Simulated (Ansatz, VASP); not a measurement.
Two plane-wave programs on VN

The input INCAR:

```
PREC = Accurate
ENCUT = 520
EDIFF = 1E-7
ISMEAR = -1
SIGMA = 0.05
LREAL = False
LASPH = True
NELM = 200
ALGO = Normal
ISIF = 2
LWAVE = False
LCHARG = False
ISPIN = 2
MAGMOM = 2 0
LORBIT = 11
LMAXMIX = 4
GGA = PE
IBRION = 2
NSW = 80
EDIFFG = -0.02
GGA_COMPAT = False
NELMIN = 4
KPAR = 4
```

File KPOINTS:

```
regular mesh
0
Gamma
  19 19 19
```

POSCAR

```
VN
1.0
    0.0000000000      2.0911610095      2.0911610095
    2.0911610095      0.0000000000      2.0911610095
    2.0911610095      2.0911610095      0.0000000000
V N
1 1
Direct
    0.0000000000      0.0000000000      0.0000000000
    0.5000000000      0.5000000000      0.5000000000
```

Input for Ansatz:

```yaml
crystal:
  lattice:
    - [0.0, 2.0911610095, 2.0911610095]
    - [2.0911610095, 0.0, 2.0911610095]
    - [2.0911610095, 2.0911610095, 0.0]
  atoms:
    - { symbol: V, position: [0.0, 0.0, 0.0], spin: 2.0 }
    - { symbol: "N", position: [0.5, 0.5, 0.5] }
magnetization:
  spin_polarized: true
kpoints:
  mp_grid: { grid: [19, 19, 19] }
scf:
  occupations: { method: fermi_dirac, width: 0.05 }
hamiltonian:
  xc: pbe
  pseudopotentials: { kind: paw }
output:
  forces: true
  stress: true
  populations: true
  efg:
    quadrupole_moments_barn: { V: -0.052, "N": 0.02044 }
    contact_densities: true
relax:
  f_tol: 0.02
  max_steps: 60
```

Change from the starting cell: volume scaled by 1.04, ions relaxed.

Alike in both runs: task relaxation of the atoms; functional PBE; k mesh 19 × 19 × 19; occupations fermi-dirac, width 0.05 eV; collinear spin.

|  | VASP | Ansatz |
| --- | --- | --- |
| version | VASP 6.6.1 | Ansatz 0.2.0 |
| potentials or method | VASP PAW PBE potentials, release 64 (V_sv, N) | plane-wave PAW, scalar-relativistic |
| plane-wave cutoff (eV) | 520 | 420 |
| valence electrons in the cell | 18 | 18 |

|  | VASP | Ansatz | Ansatz less VASP |
| --- | --- | --- | --- |
| net moment per atom (μB) | 0.00 | 0.00 | 0.000 |

Ansatz's warnings: seeded moment not kept, stress scf threshold loose.

Noted on VASP's run: the relaxation stopped at its first step, so nothing moved.
